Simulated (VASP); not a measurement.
Set up this calculation in VASP 6.6.1, as the native input.

* Task: relaxation of the atoms
* Functional: PBE
* Potentials or basis: VASP PAW PBE potentials, release 64 (P, Al)
* Cutoff: 450 eV
* k mesh: 7 × 7 × 1
* Occupations: gaussian, width 0.05 eV
* Spin: no spin polarisation
* Dipole correction: yes
* Further INCAR settings: ALGO = Normal; EDIFF = 1e-07; NELMDL = -8; IBRION = 2; EDIFFG = -0.02; NSW = 80

The structure of Al5P6 lies in POSCAR:

```
Al5P6
1.0
    3.8938964335      0.0000000000      0.0000000000
    0.0000000000      3.8938964335      0.0000000000
    0.0000000000      0.0000000000     28.7670028668
P Al
6 5
Direct
    0.0000000000      0.5000000000      0.2607153771
    0.5000000000      0.0000000000      0.3564292263
    0.0000000000      0.5000000000      0.4521430754
    0.5000000000      0.0000000000      0.5478569246
    0.0000000000      0.5000000000      0.6435707737
    0.5000000000      0.0000000000      0.7392846229
    0.5000000000      0.5000000000      0.3085723017
    0.0000000000      0.0000000000      0.4042861508
    0.5000000000      0.5000000000      0.5000000000
    0.0000000000      0.0000000000      0.5957138492
    0.5000000000      0.5000000000      0.6914276983
```

The input as run:

INCAR

```
PREC     = Accurate       # precision mode
ENCUT    = 450            # plane-wave cutoff, eV
EDIFF    = 1E-7           # SCF threshold, eV
ISMEAR   = 0              # smearing method
SIGMA    = 0.05           # smearing width, eV
LREAL    = F              # projectors in reciprocal space
LASPH    = T              # aspherical terms in the spheres
NELM     = 120            # most SCF steps
ALGO     = Normal         # electronic algorithm
ISIF     = 2              # what is computed and relaxed
LWAVE    = F              # write WAVECAR
LCHARG   = F              # write CHGCAR
LDIPOL   = T            
IDIPOL   = 3            
DIPOL    = 0.5 0.5 0.500
GGA      = PE             # functional
IBRION   = 2              # ionic algorithm
NSW      = 80             # ionic steps
EDIFFG   = -0.02          # ionic threshold
GGA_COMPAT= F            
NELMIN   = 4            
NELMDL   = -8
```

KPOINTS

```
regular mesh
0
Gamma
  7 7 1
```

Potentials or basis: VASP PAW PBE potentials, release 64 (P, Al).

Run with:

```bash
$ cat potpaw_PBE.64/P/POTCAR potpaw_PBE.64/Al/POTCAR > POTCAR
$ mpirun -np 1 vasp_std > vasp.out
```

Results of the run:

The energy gained by relaxing is 1.7 meV/atom and the ionic steps are 7. The largest force after relaxing is 0.019 eV/Å. The band gap on the k mesh is zero (an odd number of electrons rules out a gap without spin polarisation).

Caveat: an odd number of electrons without spin polarisation forces a metal; a magnetic or distorted state may lie lower.

Wall time 7.4 min on 1 thread of Intel(R) Xeon(R) Platinum 8488C (Sapphire Rapids) (shared host), peak memory 0.43 GiB.
